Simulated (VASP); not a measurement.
Set up this calculation in VASP 6.6.1, as the native input.

| Item | Value |
| --- | --- |
| Task | single point |
| Functional | PBE |
| Potentials or basis | VASP PAW PBE potentials, release 64 (Ni) |
| Cutoff | 520 eV |
| k mesh | 22 × 22 × 22 |
| Occupations | gaussian, width 0.05 eV |
| Spin | no spin polarisation |
| Dipole correction | no |
| Further INCAR settings | ALGO = Normal; EDIFF = 1e-06; NBANDS = 11 |

The structure of Ni lies in POSCAR:

```
Ni
1.0
    0.0000000000      1.7436505052      1.7436505052
    1.7436505052      0.0000000000      1.7436505052
    1.7436505052      1.7436505052      0.0000000000
Ni
1
Direct
    0.0000000000      0.0000000000      0.0000000000
```

The input as run:

INCAR

```
SYSTEM = Ni
PREC     = Accurate       ! precision mode
ENCUT    = 520            ! plane-wave cutoff, eV
EDIFF    = 1E-6           ! SCF threshold, eV
ISMEAR   = 0              ! smearing method
SIGMA    = 0.05           ! smearing width, eV
LREAL    = .FALSE.        ! projectors in reciprocal space
LASPH    = .TRUE.         ! aspherical terms in the spheres
NELM     = 80             ! most SCF steps
ALGO     = Normal         ! electronic algorithm
ISIF     = 2              ! what is computed and relaxed
LWAVE    = .FALSE.        ! write WAVECAR
LCHARG   = .FALSE.        ! write CHGCAR
GGA      = PE             ! functional
NBANDS   = 11             ! bands
```

KPOINTS

```
regular mesh
0
G
  22 22 22
  0 0 0
```

Potentials or basis: VASP PAW PBE potentials, release 64 (Ni).

Launch:

```bash
$ cat potpaw_PBE.64/Ni/POTCAR > POTCAR
$ mpirun -np 1 vasp_std > vasp.out
```

It gave:

| Property | Result |
| --- | --- |
| Pressure | 4.3 GPa |
| Band gap on the k mesh | zero (bands 5 and 6 overlap by 1.00 eV) |

Caveat: the cell stands under pressure; the run has no spin polarisation, though such a crystal can be magnetic.

Wall time 32 s on 1 thread of Intel Xeon 8259CL, with other jobs on the host, peak memory 0.15 GiB.
